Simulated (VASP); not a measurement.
# Si5O (P6/mmm) in VASP: single point with PBE

Aim: the single point of Si5O with PBE.

All numbers are computed with VASP 6.6.1; they aren't measurements. Logs are shortened: lines on timing, memory, paths and dates and some standing lists are left out, and cuts for length are marked.

### 1 The cell of the first run

Symmetry: P6/mmm, No. 191, hexagonal system. The conventional cell has a = 4.739 Å, b = 4.739 Å, c = 7.939 Å, α = 90.00°, β = 90.00°, γ = 120.00°. Si (site symmetry 6mm) has 1 Si at 1.76 Å within 2.3 Å. Within 3.1 Å of Si (site symmetry mmm) lie 8 Si at 2.37 to 2.53 Å. Within 4.1 Å of O (site symmetry 6/mmm) lie 2 Si at 3.09 Å.

### 2 Single point, PBE, collinear spin, ferromagnetic start

INCAR

```
ALGO = Normal
EDIFF = 1E-6
ENCUT = 520
GGA = PE
ISIF = 2
ISMEAR = 0
ISPIN = 2
LASPH = T
LCHARG = F
LORBIT = 11
LREAL = F
LWAVE = F
MAGMOM = 0 0 0 0 0 1
NBANDS = 26
NELM = 150
PREC = Accurate
SIGMA = 0.1
```

KPOINTS

```
k-points
0
Gamma
  6 6 2
```

POSCAR

```
Si5O
1.0
    4.7385121000      0.0000000000      0.0000000000
   -2.3692560500      4.1036718600      0.0000000000
    0.0000000000      0.0000000000      7.9386847100
Si O
5 1
Direct
    0.0000000000      0.0000000000      0.8891763100
    0.0000000000      0.0000000000      0.1108236900
    0.5000000000      0.0000000000      0.0000000000
    0.0000000000      0.5000000000      0.0000000000
    0.5000000000      0.5000000000      0.0000000000
    0.0000000000      0.0000000000      0.5000000000
```

Potentials or basis: VASP PAW PBE potentials, release 64 (Si, O).

Command:

```bash
cat potpaw_PBE.64/Si/POTCAR potpaw_PBE.64/O/POTCAR > POTCAR
mpirun -np 1 vasp_std > vasp.out
```

OUTCAR:

```text
EDIFF = 1E-6
   ENCUT = 520
   GGA = PE
   ISIF = 2
   ISMEAR = 0
   ISPIN = 2
   LASPH = T
   LORBIT = 11
   LREAL = F
   NELM = 150
   PREC = Accurate

 ion  position               nearest neighbor table
   1  0.000  0.000  0.889-   2 1.76   3 2.53   3 2.53   5 2.53   4 2.53   4 2.53   5 2.53
   2  0.000  0.000  0.111-   1 1.76   3 2.53   3 2.53   5 2.53   4 2.53   4 2.53   5 2.53
   3  0.500  0.000  0.000-   4 2.37   5 2.37   5 2.37   4 2.37   1 2.53   1 2.53   2 2.53   2 2.53

   4  0.000  0.500  0.000-   5 2.37   5 2.37   3 2.37   3 2.37   1 2.53   2 2.53   1 2.53   2 2.53

   5  0.500  0.500  0.000-   4 2.37   4 2.37   3 2.37   3 2.37   1 2.53   2 2.53   1 2.53   2 2.53

   6  0.000  0.000  0.500-

  LATTYP: Found a hexagonal cell.
 ALAT       =     4.7385121000
 C/A-ratio  =     1.6753538964

  Lattice vectors:

 A1 = (   4.7385121000,   0.0000000000,   0.0000000000)
 A2 = (  -2.3692560500,   4.1036718600,   0.0000000000)
 A3 = (   0.0000000000,   0.0000000000,   7.9386847100)

Analysis of symmetry for initial positions (statically):
=====================================================================
 Subroutine PRICEL returns:
 Original cell was already a primitive cell.

 Routine SETGRP: Setting up the symmetry group for a
 hexagonal supercell.

 Subroutine GETGRP returns: Found 24 space group operations
 (whereof 24 operations were pure point group operations)
 out of a pool of 24 trial point group operations.

The static configuration has the point symmetry D_6h.

Analysis of symmetry for dynamics (positions and initial velocities):
=====================================================================
 Subroutine PRICEL returns:
 Original cell was already a primitive cell.

 Routine SETGRP: Setting up the symmetry group for a
 hexagonal supercell.

 Subroutine GETGRP returns: Found 24 space group operations
 (whereof 24 operations were pure point group operations)
 out of a pool of 24 trial point group operations.

The dynamic configuration has the point symmetry D_6h.

Analysis of structural, dynamic, and magnetic symmetry:
=====================================================================
 Subroutine PRICEL returns:
 Original cell was already a primitive cell.

 Routine SETGRP: Setting up the symmetry group for a
 hexagonal supercell.

 Subroutine GETGRP returns: Found 24 space group operations
 (whereof 24 operations were pure point group operations)
 out of a pool of 24 trial point group operations.

The overall configuration has the point symmetry D_6h.

 Subroutine INISYM returns: Found 24 space group operations
 (whereof 24 operations are pure point group operations),
 and found     1 'primitive' translations

----------------------------------------------------------------------------------------

                                     Primitive cell

  volume of cell :     154.3701

  direct lattice vectors                    reciprocal lattice vectors
     4.738512100  0.000000000  0.000000000     0.211036709  0.121842101  0.000000000
    -2.369256050  4.103671860  0.000000000     0.000000000  0.243684201  0.000000000
     0.000000000  0.000000000  7.938684710     0.000000000  0.000000000  0.125965451

  length of vectors
     4.738512100  4.738512105  7.938684710     0.243684202  0.243684201  0.125965451

  position of ions in fractional coordinates (direct lattice)
     0.000000000  0.000000000  0.889176310
     0.000000000  0.000000000  0.110823690
     0.500000000  0.000000000  0.000000000
     0.000000000  0.500000000  0.000000000
     0.500000000  0.500000000  0.000000000
     0.000000000  0.000000000  0.500000000

  ion indices of the primitive-cell ions
   primitive index   ion index
                 1           1
                 2           2
                 3           3
                 4           4
                 5           5
                 6           6
[... 33 lines left out ...]
  0.166667  0.166667  0.000000      6.000000
  0.333333  0.166667  0.000000     12.000000
  0.333333  0.333333  0.000000      2.000000
  0.000000  0.000000  0.500000      1.000000
  0.166667  0.000000  0.500000      6.000000
  0.333333  0.000000  0.500000      6.000000
  0.500000 -0.000000  0.500000      3.000000
  0.166667  0.166667  0.500000      6.000000
  0.333333  0.166667  0.500000     12.000000
  0.333333  0.333333  0.500000      2.000000
   k-points           NKPTS =     14   k-points in BZ     NKDIM =     14   number of bands    NBANDS=     26
   number of dos      NEDOS =    301   number of ions     NIONS =      6
   total plane-waves  NPLWV =  77760
   dimension x,y,z NGX =    36 NGY =   36 NGZ =   60
   dimension x,y,z NGXF=    72 NGYF=   72 NGZF=  120
   ions per type =               5   1
   NGX,Y,Z   is equivalent  to a cutoff of  12.63, 12.63, 12.56 a.u.
   NGXF,Y,Z  is equivalent  to a cutoff of  25.26, 25.26, 25.13 a.u.
 SYSTEM =  unknown system
   PREC   = accura    normal or accurate (medium, high low for compatibility)
   ISTART =      0    job   : 0-new  1-cont  2-samecut
   ICHARG =      2    charge: 1-file 2-atom 10-const
   ISPIN  =      2    spin polarized calculation?
   LNONCOLLINEAR =      F non collinear calculations
   LSORBIT =      F    spin-orbit coupling
   LASPH  =      T    aspherical Exc in radial PAW
   ENCUT  =  520.0 eV  38.22 Ry    6.18 a.u.   8.81  8.81 14.76*2*pi/ulx,y,z
   NELM   =    150;   NELMIN=  2; NELMDL= -5     # of ELM steps
   EDIFF  = 0.1E-05   stopping-criterion for ELM
   LREAL  =      F    real-space projection
   EDIFFG = 0.1E-04   stopping-criterion for IOM
   NSW    =      0    number of steps for IOM
   IBRION =     -1    ionic relax: 0-MD 1-quasi-New 2-CG
   NFREE  =      0    steps in history (QN), initial steepest desc. (CG)
   ISIF   =      2    stress and relaxation
   ISYM   =      2    0-nonsym 1-usesym 2-fastsym
   POTIM  = 0.5000    time-step for ionic-motion
   TEBEG  =    0.0;   TEEND  =   0.0 temperature during run
   PSTRESS=    0.0 pullay stress
   NELECT =      26.0000    total number of electrons
   NUPDOWN=      -1.0000    fix difference up-down
   EMIN   =  10.00;   EMAX   =-10.00  energy-range for DOS
   EFERMI =   0.00;   METHOD = LEGACY
   ISMEAR =     0;   SIGMA  =   0.10  broadening in eV -4-tet -1-fermi 0-gaus
   EFERMI_NEDOS =   21; number of points for ismear=-14 and -15
   IALGO  =     38    algorithm
   IMIX   =      4    mixing-type and parameters
     AMIX     =   0.40;   BMIX     =  1.00
     AMIX_MAG =   1.60;   BMIX_MAG =  1.00
  volume/ion in A,a.u.               =      25.73       173.62
  Fermi-wavevector in a.u.,A,eV,Ry     =   0.904090  1.708482 11.121107  0.817378
  Thomas-Fermi vector in A             =   2.027494
   LORBIT       =     11    0 simple, 1 ext, 2 COOP (PROOUT), +10 PAW based schemes
   GGA     = PE    functional components
   LHFCALC =     F    Hartree Fock is set to
   AEXX    =    0.0000 exact exchange contribution
   IVDW    =     0    specifies the selected vdW correction
   LEPSILON=     F    determine dielectric tensor
   LRPA    =     F    only Hartree local field effects (RPA)
 spin polarized calculation
 Gauss-broadening in eV      SIGMA  =   0.10
  energy-cutoff  :      520.00
  volume of cell :      154.37
 maximum number of plane-waves:      4182
 NGX is ok and might be reduce to    36
   NGX = 17   NGY = 17   NGZ = 29

 number of electron      25.9999993 magnetization       1.2167434

 Free energy of the ion-electron system (eV)
  ---------------------------------------------------
  ext. energy  EPLUGINS =         0.00000000
  ---------------------------------------------------
  free energy    TOTEN  =       -20.82573030 eV

  energy without entropy =      -20.78224740  energy(sigma->0) =      -20.80398885

 E-fermi :   1.7128     XC(G=0):  -7.2910

 val. band max:        1.7121847917   @ k =   0.3333   0.0000   0.5000
 cond. band min:       1.7206054014   @ k =   0.1667   0.1667   0.0000
 fundamental gap:      0.0084206097
 Fermi energy:         1.7127938504

 spin component 1

 k-point     1 :       0.0000    0.0000    0.0000
  band No.  band energies     occupation
      1     -15.4633      1.00000
      2     -13.0546      1.00000
      3      -5.4206      1.00000
      4      -5.4206      1.00000
      5      -5.3928      1.00000
      6      -4.8343      1.00000
[... 381 lines left out ...]
     24       7.8361      0.00000
     25       7.8361      0.00000
 Fermi energy:         1.7127938504

 spin component 2

 k-point     1 :       0.0000    0.0000    0.0000
  band No.  band energies     occupation
      1     -13.1830      1.00000
      2     -13.0369      1.00000
      3      -5.4411      1.00000
      4      -5.4411      1.00000
      5      -5.4103      1.00000
      6      -4.8993      1.00000
[... 381 lines left out ...]
     24       7.7798      0.00000
     25       7.7798      0.00000
 [bands above 25 left out]

------------------------ aborting loop because EDIFF is reached ----------------------------------------

  FORCE on cell =-STRESS in cart. coord.  units (eV):
  Direction    XX          YY          ZZ          XY          YZ          ZX
  --------------------------------------------------------------------------------------
  -------------------------------------------------------------------------------------
  Total        7.3292847      7.3292847     27.5454674     -0.0000000     -0.0000000     -0.0000000
  in kB       76.0692267     76.0692269    285.8890711     -0.0000000     -0.0000000     -0.0000000
  external PRESSURE =     146.0091749 kB  Pullay stress =       0.0000000 kB

 VOLUME and BASIS-vectors are now :
 -----------------------------------------------------------------------------
  energy-cutoff  :      520.00
  volume of cell :      154.37
      direct lattice vectors                 reciprocal lattice vectors
     4.738512100  0.000000000  0.000000000     0.211036709  0.121842101  0.000000000
    -2.369256050  4.103671860  0.000000000     0.000000000  0.243684201  0.000000000
     0.000000000  0.000000000  7.938684710     0.000000000  0.000000000  0.125965451

 POSITION                                       TOTAL-FORCE (eV/Angst)
 -----------------------------------------------------------------------------------
      0.00000      0.00000      7.05889         0.000000      0.000000    -19.122289
      0.00000      0.00000      0.87979        -0.000000     -0.000000     19.122289
      2.36926      0.00000      0.00000        -0.000000      0.000000      0.000000
     -1.18463      2.05184      0.00000        -0.000000      0.000000      0.000000
      1.18463      2.05184      0.00000        -0.000000      0.000000      0.000000
      0.00000      0.00000      3.96934        -0.000000      0.000000      0.000000
 -----------------------------------------------------------------------------------
    total drift:                               -0.000000     -0.000000     -0.000000

  FREE ENERGIE OF THE ION-ELECTRON SYSTEM (eV)
  ---------------------------------------------------
  free  energy   TOTEN  =       -20.8257303026 eV

  energy  without entropy=      -20.7822474018  energy(sigma->0) =      -20.80398885

 total charge

# of ion       s       p       d       tot
------------------------------------------
    1        0.862   0.991   0.000   1.853
    2        0.862   0.991   0.000   1.853
    3        0.800   0.846   0.000   1.646
    4        0.800   0.846   0.000   1.646
    5        0.800   0.846   0.000   1.646
    6        1.616   2.996   0.000   4.612
--------------------------------------------------
tot          5.739   7.516   0.000  13.255

 magnetization (x)

# of ion       s       p       d       tot
------------------------------------------
    1       -0.014  -0.023   0.000  -0.037
    2       -0.014  -0.023   0.000  -0.037
    3       -0.005  -0.004   0.000  -0.009
    4       -0.005  -0.004   0.000  -0.009
    5       -0.005  -0.004   0.000  -0.009
    6        0.011   1.118   0.000   1.129
--------------------------------------------------
tot         -0.033   1.060   0.000   1.027
```

Wall time 60 s (1 thread of Intel Xeon 6975P-C (Granite Rapids), shared host); peak memory 0.35 GiB.

What came out:

```yaml
Free_energy: -20.8257 eV
Pressure: 14.6 GPa
Largest_force: 19.122 eV/Å
Net_moment: 1.22 μB per cell
Site_moments: Si -0.04, -0.01; O +1.13 μB
Valence_electrons_inside_the_program's_atomic_spheres: Si 1.85, 1.65; O 4.61
```

Forces on the atoms (eV/Å):
```
Si    0.000   0.000 -19.122
Si    0.000   0.000  19.122
Si    0.000   0.000   0.000
Si    0.000   0.000   0.000
Si    0.000   0.000   0.000
O     0.000   0.000   0.000
```

Levels at points of the mesh, in eV from the Fermi level:
Spin up:
| k point | band 9 | band 10 | band 11 | band 12 | band 13 | band 14 | band 15 | band 16 | band 17 | band 18 |
| --- | --- | --- | --- | --- | --- | --- | --- | --- | --- | --- |
| (0.00, 0.00, 0.00) | -4.79 | -2.45 | -2.45 | -2.05 | -0.86 | 1.01 | 1.01 | 1.35 | 2.25 | 2.25 |
| (0.50, 0.00, 0.00) | -2.48 | -1.91 | -1.21 | -0.63 | -0.54 | -0.44 | 0.27 | 0.53 | 1.21 | 3.59 |
| (0.00, 0.00, 0.50) | -4.79 | -2.53 | -2.46 | -2.46 | -0.05 | 1.03 | 1.03 | 1.11 | 2.24 | 2.24 |
| (0.50, 0.00, 0.50) | -2.49 | -2.40 | -1.22 | -0.54 | -0.42 | -0.41 | 0.45 | 0.75 | 1.21 | 3.61 |
Spin down:
```
           k point  band 9  band 10  band 11  band 12  band 13  band 14  band 15  band 16
(0.00, 0.00, 0.00)   -4.81    -1.04    -0.96     0.12     0.12     0.96     0.96     1.37
(0.50, 0.00, 0.00)   -0.76    -0.73    -0.57    -0.47    -0.11     0.08     0.11     0.58
(0.00, 0.00, 0.50)   -4.81    -1.95     0.06     0.06     0.49     0.95     1.05     1.05
(0.50, 0.00, 0.50)   -1.23    -0.57    -0.56    -0.30    -0.05     0.19     0.41     0.98
```

Caveat: the k points lie up to 0.40 Å⁻¹ apart; forces of over 1 eV/Å act on the atoms, so gaps and moduli don't describe the material at rest.
